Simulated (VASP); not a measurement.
# W (Im-3m) in VASP: notebook

The runs below take W through single point, relaxation of cell and atoms, with r2SCAN.

Program: VASP 6.6.1. These are calculated values, not measurements. Logs are shortened: lines on timing, memory, paths and dates and some standing lists are left out, and cuts for length are marked.

## 1. The cell of the first run

The structure is cubic, space group Im-3m (No. 229). The conventional cell has a = 3.169 Å, b = 3.169 Å, c = 3.169 Å, α = 90.00°, β = 90.00°, γ = 90.00°. W (site symmetry m-3m) has 14 W at 2.74 to 3.17 Å within 3.6 Å.

## 2. Single point, r2SCAN

POSCAR

```
W
1.0
   -1.5845105113      1.5845105113      1.5845105113
    1.5845105113     -1.5845105113      1.5845105113
    1.5845105113      1.5845105113     -1.5845105113
W
1
Direct
    0.0000000000      0.0000000000      0.0000000000
```

INCAR.step1

```
SYSTEM = W
ALGO = Normal ; EDIFF = 1E-4
ENCUT = 520 ; GGA = PE
ISMEAR = -1 ; LASPH = .TRUE.
LCHARG = .FALSE. ; LREAL = .FALSE.
LWAVE = .TRUE. ; NBANDS = 13
NELM = 60 ; PREC = Accurate
SIGMA = 0.15
```

INCAR.step2

```
SYSTEM = W
ALGO = Normal ; EDIFF = 1E-6
ENCUT = 520 ; ISIF = 2
ISMEAR = -1 ; ISTART = 1
LASPH = .TRUE. ; LCHARG = .TRUE.
LELF = .TRUE. ; LMIXTAU = .TRUE.
LREAL = .FALSE. ; LVHAR = .TRUE.
LWAVE = .FALSE. ; METAGGA = R2SCAN
NBANDS = 13 ; NELM = 60
PREC = Accurate ; SIGMA = 0.15
```

KPOINTS

```
k-points
0
G
  16 16 16
  0 0 0
```

Potentials or basis: VASP PAW PBE potentials, release 64 (W_sv).

Started as:

```sh
> cat potpaw_PBE.64/W_sv/POTCAR > POTCAR
> cp INCAR.step1 INCAR
> mpirun -np 1 vasp_std > vasp.out
> cp INCAR.step2 INCAR
> mpirun -np 1 vasp_std > vasp.out
```

OUTCAR:

```text
SYSTEM = W
   EDIFF = 1E-6
   ENCUT = 520
   ISIF = 2
   ISMEAR = -1
   ISTART = 1
   LASPH = .TRUE.
   LREAL = .FALSE.
   METAGGA = R2SCAN
   NELM = 60
   PREC = Accurate

 ion  position               nearest neighbor table
   1  0.000  0.000  0.000-

  LATTYP: Found a body centered cubic cell.
 ALAT       =     3.1690210226

  Lattice vectors:

 A1 = (  -1.5845105113,   1.5845105113,   1.5845105113)
 A2 = (   1.5845105113,  -1.5845105113,   1.5845105113)
 A3 = (   1.5845105113,   1.5845105113,  -1.5845105113)

Analysis of symmetry for initial positions (statically):
=====================================================================
 Subroutine PRICEL returns:
 Original cell was already a primitive cell.

 Routine SETGRP: Setting up the symmetry group for a
 body centered cubic supercell.

 Subroutine GETGRP returns: Found 48 space group operations
 (whereof 48 operations were pure point group operations)
 out of a pool of 48 trial point group operations.

The static configuration has the point symmetry O_h .

Analysis of symmetry for dynamics (positions and initial velocities):
=====================================================================
 Subroutine PRICEL returns:
 Original cell was already a primitive cell.

 Routine SETGRP: Setting up the symmetry group for a
 body centered cubic supercell.

 Subroutine GETGRP returns: Found 48 space group operations
 (whereof 48 operations were pure point group operations)
 out of a pool of 48 trial point group operations.

The dynamic configuration has the point symmetry O_h .

 Subroutine INISYM returns: Found 48 space group operations
 (whereof 48 operations are pure point group operations),
 and found     1 'primitive' translations

----------------------------------------------------------------------------------------

                                     Primitive cell

  volume of cell :      15.9128

  direct lattice vectors                    reciprocal lattice vectors
    -1.584510511  1.584510511  1.584510511     0.000000000  0.315554865  0.315554865
     1.584510511 -1.584510511  1.584510511     0.315554865  0.000000000  0.315554865
     1.584510511  1.584510511 -1.584510511     0.315554865  0.315554865  0.000000000

  length of vectors
     2.744452711  2.744452711  2.744452711     0.446261969  0.446261969  0.446261969

  position of ions in fractional coordinates (direct lattice)
     0.000000000  0.000000000  0.000000000

  ion indices of the primitive-cell ions
   primitive index   ion index
                 1           1

----------------------------------------------------------------------------------------

 KPOINTS: k-points

Automatic generation of k-mesh.
 Grid dimensions read from file:
 generate k-points for:   16   16   16

 Generating k-lattice:

  Cartesian coordinates                     Fractional coordinates (reciprocal lattice)
     0.000000000  0.019722179  0.019722179     0.062500000  0.000000000  0.000000000
     0.019722179  0.000000000  0.019722179     0.000000000  0.062500000  0.000000000
     0.019722179  0.019722179  0.000000000     0.000000000  0.000000000  0.062500000

  Length of vectors
     0.027891373  0.027891373  0.027891373

  Shift w.r.t. Gamma in fractional coordinates (k-lattice)
     0.000000000  0.000000000  0.000000000

 Subroutine IBZKPT returns following result:
 ===========================================

 Found    145 irreducible k-points:

 Following reciprocal coordinates:
            Coordinates               Weight
  0.000000  0.000000  0.000000      1.000000
  0.062500  0.000000  0.000000     12.000000
  0.125000  0.000000  0.000000     12.000000
  0.187500  0.000000  0.000000     12.000000
  0.250000  0.000000  0.000000     12.000000
  0.312500  0.000000  0.000000     12.000000
[... 16 lines left out ...]
  0.187500  0.187500  0.000000     24.000000
  0.250000  0.187500  0.000000     48.000000
 [... further k-points ...]
   k-points           NKPTS =    145   k-points in BZ     NKDIM =    145   number of bands    NBANDS=     13
   number of dos      NEDOS =    301   number of ions     NIONS =      1
   total plane-waves  NPLWV =   8000
   dimension x,y,z NGX =    20 NGY =   20 NGZ =   20
   dimension x,y,z NGXF=    40 NGYF=   40 NGZF=   40
   ions per type =               1
   NGX,Y,Z   is equivalent  to a cutoff of  12.12, 12.12, 12.12 a.u.
   NGXF,Y,Z  is equivalent  to a cutoff of  24.23, 24.23, 24.23 a.u.
 SYSTEM =  W
   PREC   = accura    normal or accurate (medium, high low for compatibility)
   ISTART =      1    job   : 0-new  1-cont  2-samecut
   ICHARG =      0    charge: 1-file 2-atom 10-const
   ISPIN  =      1    spin polarized calculation?
   LNONCOLLINEAR =      F non collinear calculations
   LSORBIT =      F    spin-orbit coupling
   LASPH  =      T    aspherical Exc in radial PAW
   ENCUT  =  520.0 eV  38.22 Ry    6.18 a.u.   5.10  5.10  5.10*2*pi/ulx,y,z
   NELM   =     60;   NELMIN=  2; NELMDL=  0     # of ELM steps
   EDIFF  = 0.1E-05   stopping-criterion for ELM
   LREAL  =      F    real-space projection
   EDIFFG = 0.1E-04   stopping-criterion for IOM
   NSW    =      0    number of steps for IOM
   IBRION =     -1    ionic relax: 0-MD 1-quasi-New 2-CG
   NFREE  =      0    steps in history (QN), initial steepest desc. (CG)
   ISIF   =      2    stress and relaxation
   ISYM   =      2    0-nonsym 1-usesym 2-fastsym
   POTIM  = 0.5000    time-step for ionic-motion
   TEBEG  =    0.0;   TEEND  =   0.0 temperature during run
   PSTRESS=    0.0 pullay stress
   NELECT =      14.0000    total number of electrons
   NUPDOWN=      -1.0000    fix difference up-down
   EMIN   =  10.00;   EMAX   =-10.00  energy-range for DOS
   EFERMI =   0.00;   METHOD = LEGACY
   ISMEAR =    -1;   SIGMA  =   0.15  broadening in eV -4-tet -1-fermi 0-gaus
   EFERMI_NEDOS =   21; number of points for ismear=-14 and -15
   IALGO  =     38    algorithm
   IMIX   =      4    mixing-type and parameters
     AMIX     =   0.40;   BMIX     =  1.00
     AMIX_MAG =   1.60;   BMIX_MAG =  1.00
  volume/ion in A,a.u.               =      15.91       107.38
  Fermi-wavevector in a.u.,A,eV,Ry     =   1.568685  2.964385 33.480841  2.460772
  Thomas-Fermi vector in A             =   2.670679
   LORBIT       =      0    0 simple, 1 ext, 2 COOP (PROOUT), +10 PAW based schemes
   METAGGA = R2SCAN    functional components
   LHFCALC =     F    Hartree Fock is set to
   AEXX    =    0.0000 exact exchange contribution
   IVDW    =     0    specifies the selected vdW correction
   LEPSILON=     F    determine dielectric tensor
   LRPA    =     F    only Hartree local field effects (RPA)
 non-spin polarized calculation
  energy-cutoff  :      520.00
  volume of cell :       15.91
 maximum number of plane-waves:       448
   NGX = 11   NGY = 11   NGZ = 11

 number of electron      14.0000003 magnetization

 Free energy of the ion-electron system (eV)
  ---------------------------------------------------
  ext. energy  EPLUGINS =         0.00000000
  ---------------------------------------------------
  free energy    TOTEN  =       -51.37017077 eV

  energy without entropy =      -51.34045232  energy(sigma->0) =      -51.35531154

 E-fermi :  11.2155     XC(G=0): -14.9343

 val. band max:       11.2008340005   @ k =  -0.1875   0.1875   0.1250
 cond. band min:      11.2165139526   @ k =   0.4375   0.0000   0.0000
 fundamental gap:      0.0156799521
 Fermi energy:        11.2154835134

 k-point     1 :       0.0000    0.0000    0.0000
  band No.  band energies     occupation
      1     -64.8829      2.00000
      2     -27.7489      2.00000
      3     -27.7489      2.00000
      4     -27.7489      2.00000
      5       1.1269      2.00000
      6       9.9594      1.99954
      7       9.9594      1.99954
      8       9.9594      1.99954
      9      13.7885      0.00000
     10      13.7886      0.00000
     11      26.4846      0.00000
     12      26.4846      0.00000
     13      26.4846      0.00000

 k-point     2 :       0.0625    0.0000    0.0000
  band No.  band energies     occupation
      1     -64.8773      2.00000
      2     -27.8048      2.00000
      3     -27.7662      2.00000
      4     -27.7492      2.00000
      5       1.3237      2.00000
      6       9.8383      1.99979
      7       9.9303      1.99962
      8      10.1485      1.99837
      9      13.5936      0.00000
     10      13.7879      0.00000
     11      26.6512      0.00000
     12      26.8200      0.00000
     13      26.9578      0.00000

 k-point     3 :       0.1250    0.0000    0.0000
  band No.  band energies     occupation
      1     -64.8613      2.00000
      2     -27.9620      2.00000
      3     -27.8152      2.00000
      4     -27.7499      2.00000
      5       1.8861      2.00000
      6       9.5107      1.99998
      7       9.8024      1.99984
      8      10.7076      1.93452
      9      13.2095      0.00000
     10      13.7987      0.00000
     11      27.0393      0.00000
     12      27.7875      0.00000
     13      28.0950      0.00000
[... 305 lines left out ...]
 k-point    23 :       0.1875    0.1875    0.0000
  band No.  band energies     occupation
      1     -64.7736      2.00000
      2     -28.6808      2.00000
      3     -28.0775      2.00000
      4     -27.8476      2.00000
      5       4.9977      2.00000
      6       8.2557      2.00000
      7       8.5997      2.00000
      8      12.7182      0.00009
      9      14.5313      0.00000
     10      15.0880      0.00000
     11      25.8440      0.00000
     12      28.1416      0.00000
     13      30.6443      0.00000

 k-point    24 :       0.2500    0.1875    0.0000
  band No.  band energies     occupation
      1     -64.7512      2.00000
      2     -28.8155      2.00000
      3     -28.1913      2.00000
      4     -27.8655      2.00000
      5       5.6237      2.00000
      6       7.9668      2.00000
      7       8.7658      2.00000
      8      12.9807      0.00002
      9      14.6362      0.00000
     10      16.6996      0.00000
     11      24.3234      0.00000
     12      27.1016      0.00000
     13      29.1766      0.00000

 [... further k-points ...]

------------------------ aborting loop because EDIFF is reached ----------------------------------------

  FORCE on cell =-STRESS in cart. coord.  units (eV):
  Direction    XX          YY          ZZ          XY          YZ          ZX
  --------------------------------------------------------------------------------------
  -------------------------------------------------------------------------------------
  Total        0.1056154      0.1056154      0.1056154      0.0000000      0.0000000     -0.0000000
  in kB       10.6338961     10.6338961     10.6338961      0.0000000      0.0000000     -0.0000000
  external PRESSURE =      10.6338961 kB  Pullay stress =       0.0000000 kB

 VOLUME and BASIS-vectors are now :
 -----------------------------------------------------------------------------
  energy-cutoff  :      520.00
  volume of cell :       15.91
      direct lattice vectors                 reciprocal lattice vectors
    -1.584510511  1.584510511  1.584510511     0.000000000  0.315554865  0.315554865
     1.584510511 -1.584510511  1.584510511     0.315554865  0.000000000  0.315554865
     1.584510511  1.584510511 -1.584510511     0.315554865  0.315554865  0.000000000

 POSITION                                       TOTAL-FORCE (eV/Angst)
 -----------------------------------------------------------------------------------
      0.00000      0.00000      0.00000        -0.000000     -0.000000      0.000000
 -----------------------------------------------------------------------------------
    total drift:                                0.000000      0.000000      0.000000

  FREE ENERGIE OF THE ION-ELECTRON SYSTEM (eV)
  ---------------------------------------------------
  free  energy   TOTEN  =       -51.3701707657 eV

  energy  without entropy=      -51.3404523173  energy(sigma->0) =      -51.35531154
```

It took 2.6 min on 1 thread of Intel Xeon 8259CL, shared host; peak memory 0.15 GiB.

Results:

- Free energy: -51.3702 eV
- Pressure: 1.1 GPa
- Band gap on the k mesh: zero (bands 7 and 8 overlap by 6.59 eV)

Levels at points of the mesh, in eV from the Fermi level:
```tsv
k point	band 5	band 6	band 7	band 8	band 9	band 10
(0.00, 0.00, 0.00)	-10.09	-1.26	-1.26	-1.26	2.57	2.57
(0.50, 0.00, 0.00)	-6.52	-3.71	0.53	2.41	3.46	6.33
(0.50, 0.50, 0.50)	-5.97	-5.97	5.33	5.33	5.33	8.53
```

Caveat: the PAW data sets were made with another functional, which shifts forces and pressure a little; spin-orbit coupling is left out, which moves the levels of the heavy elements.

## 3. Relaxation of cell and atoms, r2SCAN

POSCAR

```
W
1.0
   -1.5849475238      1.5849475238      1.5849475238
    1.5849475238     -1.5849475238      1.5849475238
    1.5849475238      1.5849475238     -1.5849475238
W
1
Direct
    0.0000000000      0.0000000000      0.0000000000
```

INCAR.step1

```
SYSTEM = W
  ALGO = Normal
  EDIFF = 1E-4
  ENCUT = 600
  GGA = PE
  ISMEAR = 0
  LASPH = .True.
  LCHARG = .False.
  LREAL = .False.
  LWAVE = .True.
  NELM = 100
  PREC = Accurate
  SIGMA = 0.1
```

INCAR.step2

```
SYSTEM = W
  ALGO = Normal
  EDIFF = 1E-7
  EDIFFG = -0.002
  ENCUT = 600
  IBRION = 2
  ISIF = 3
  ISMEAR = 0
  ISTART = 1
  LASPH = .True.
  LCHARG = .False.
  LMIXTAU = .True.
  LREAL = .False.
  LWAVE = .False.
  METAGGA = R2SCAN
  NELM = 100
  NSW = 100
  PREC = Accurate
  SIGMA = 0.1
```

KPOINTS

```
k-points
0
Gamma
  16 16 16
  0 0 0
```

Potentials or basis: VASP PAW PBE potentials, release 64 (W_sv).

Started as:

```sh
> cat potpaw_PBE.64/W_sv/POTCAR > POTCAR
> cp INCAR.step1 INCAR
> mpirun -np 1 vasp_std > vasp.out
> cp INCAR.step2 INCAR
> mpirun -np 1 vasp_std > vasp.out
```

It took 5.5 min on 1 thread of Intel Xeon 8259CL, shared host; peak memory 0.17 GiB.

It converged, with:

* Free energy: -51.3559 eV
* Relaxed volume: 15.97 Å³/atom
* Relaxed cell: a = 2.748 Å, b = 2.748 Å, c = 2.748 Å, α = 109.47°, β = 109.47°, γ = 109.47°
* Space group after relaxing (to 0.1 Å): Im-3m (No. 229)
* Energy gained by relaxing: 0.1 meV/atom
* Ionic steps: 3
* Pressure after relaxing: 0.0 GPa
* Band gap on the k mesh: zero (bands 7 and 8 overlap by 6.55 eV)

The path:
| step | energy change (eV) | largest force (eV/Å) | pressure (GPa) | volume (Å³) |
| --- | --- | --- | --- | --- |
| 1 | 0.0000 | 0.0000 | 0.86 | 15.93 |
| 2 | 0.0013 | 0.0000 | -2.96 | 16.12 |
| 3 | -0.0001 | 0.0000 | 0.01 | 15.97 |

Final structure:
```xyz
1
Lattice="-1.5864 1.5864 1.5864 1.5864 -1.5864 1.5864 1.5864 1.5864 -1.5864" Properties=species:S:1:pos:R:3 pbc="T T T"
W     0.0000    0.0000    0.0000
```

Levels at points of the mesh, in eV from the Fermi level:
```
           k point  band 3  band 4  band 5  band 6  band 7  band 8  band 9  band 10  band 11
(0.00, 0.00, 0.00)  -39.03  -39.03  -10.11   -1.30   -1.30   -1.30    2.52     2.52    15.22
(0.50, 0.00, 0.00)  -39.46  -39.03   -6.54   -3.74    0.48    2.35    3.39     6.25    11.51
(0.50, 0.50, 0.50)  -39.96  -39.96   -5.98   -5.98    5.26    5.26    5.26     8.46     8.46
```

Caveat: the PAW data sets were made with another functional, which shifts forces and pressure a little; spin-orbit coupling is left out, which moves the levels of the heavy elements.

## 4. Relaxation of cell and atoms, r2SCAN

POSCAR

```
W
1.0
   -1.5844839935      1.5844839935      1.5844839935
    1.5844839935     -1.5844839935      1.5844839935
    1.5844839935      1.5844839935     -1.5844839935
W
1
Direct
    0.0000000000      0.0000000000      0.0000000000
```

INCAR.step1

```
PREC = Accurate ; ENCUT = 600
ISMEAR = -1 ; SIGMA = 0.15
LREAL = F ; LASPH = T
NELM = 80 ; GGA = PE
ALGO = Normal ; EDIFF = 1E-4
LWAVE = T ; LCHARG = F
```

INCAR.step2

```
PREC = Accurate ; ENCUT = 600
EDIFF = 1E-7 ; ISMEAR = -1
SIGMA = 0.15 ; LREAL = F
LASPH = T ; NELM = 80
ALGO = Normal ; ISIF = 3
LWAVE = F ; LCHARG = F
METAGGA = R2SCAN ; LMIXTAU = T
IBRION = 2 ; NSW = 80
EDIFFG = -0.001 ; ISTART = 1
```

KPOINTS

```
regular mesh
0
Gamma
  16 16 16
```

Started as:

```sh
> cat potpaw_PBE.64/W_sv/POTCAR > POTCAR
> cp INCAR.step1 INCAR
> mpirun -np 1 vasp_std > vasp.out
> cp INCAR.step2 INCAR
> mpirun -np 1 vasp_std > vasp.out
```

It took 5.3 min on 1 thread of Intel Xeon 8259CL, shared host; peak memory 0.17 GiB.

The run converged. Its results:

| Quantity | Value |
| --- | --- |
| Free energy | -51.3709 eV |
| Relaxed volume | 15.97 Å³/atom |
| Relaxed cell | a = 2.748 Å, b = 2.748 Å, c = 2.748 Å, α = 109.47°, β = 109.47°, γ = 109.47° |
| Space group after relaxing (to 0.1 Å) | Im-3m (No. 229) |
| Energy gained by relaxing | 0.2 meV/atom |
| Ionic steps | 3 |
| Pressure after relaxing | 0.0 GPa |
| Band gap on the k mesh | zero (bands 7 and 8 overlap by 6.55 eV) |

Step by step:
```
step  energy change (eV)  largest force (eV/Å)  pressure (GPa)  volume (Å³)
   1              0.0000                0.0000            1.11        15.91
   2              0.0023                0.0000           -3.85        16.17
   3             -0.0002                0.0000            0.01        15.97
```

Final structure:
```yaml
crystal:
  lattice:
    - [-1.58629, 1.58629, 1.58629]
    - [1.58629, -1.58629, 1.58629]
    - [1.58629, 1.58629, -1.58629]
  atoms:
    - { symbol: W, position: [0.00000, 0.00000, 0.00000] }
```

Levels at points of the mesh, in eV from the Fermi level:
| k point | band 3 | band 4 | band 5 | band 6 | band 7 | band 8 | band 9 | band 10 | band 11 |
| --- | --- | --- | --- | --- | --- | --- | --- | --- | --- |
| (0.00, 0.00, 0.00) | -38.97 | -38.97 | -10.07 | -1.25 | -1.25 | -1.25 | 2.57 | 2.57 | 15.26 |
| (0.50, 0.00, 0.00) | -39.41 | -38.98 | -6.49 | -3.69 | 0.52 | 2.40 | 3.44 | 6.30 | 11.56 |
| (0.50, 0.50, 0.50) | -39.91 | -39.91 | -5.94 | -5.94 | 5.31 | 5.31 | 5.31 | 8.51 | 8.51 |

Caveat: the PAW data sets were made with another functional, which shifts forces and pressure a little; spin-orbit coupling is left out, which moves the levels of the heavy elements. Zero-point motion and thermal expansion aren't in these numbers.

## 5. The runs side by side

```tsv
task	cell	cutoff (eV)	smearing	gap on the mesh (eV)	pressure (GPa)	relaxed volume (Å³/atom)
single point	a = 2.744 Å, angles 109.5°, 1 atom	520	fermi-dirac 0.15 eV	none	1.1	-
relaxation of cell and atoms	relaxed from a = 2.745 Å, angles 109.5°, 1 atom	600	gaussian 0.1 eV	none	0.0	15.97
relaxation of cell and atoms	relaxed from a = 2.744 Å, angles 109.5°, 1 atom	600	fermi-dirac 0.15 eV	none	0.0	15.97
```

Alike in all rows: level r2SCAN; potentials or basis VASP PAW PBE potentials, release 64 (W_sv); no spin polarisation; k mesh 16 × 16 × 16.

Caveats: the PAW data sets were made with another functional, which shifts forces and pressure a little; spin-orbit coupling is left out, which moves the levels of the heavy elements.

Absolute energies hang on the potentials; compare differences alone.
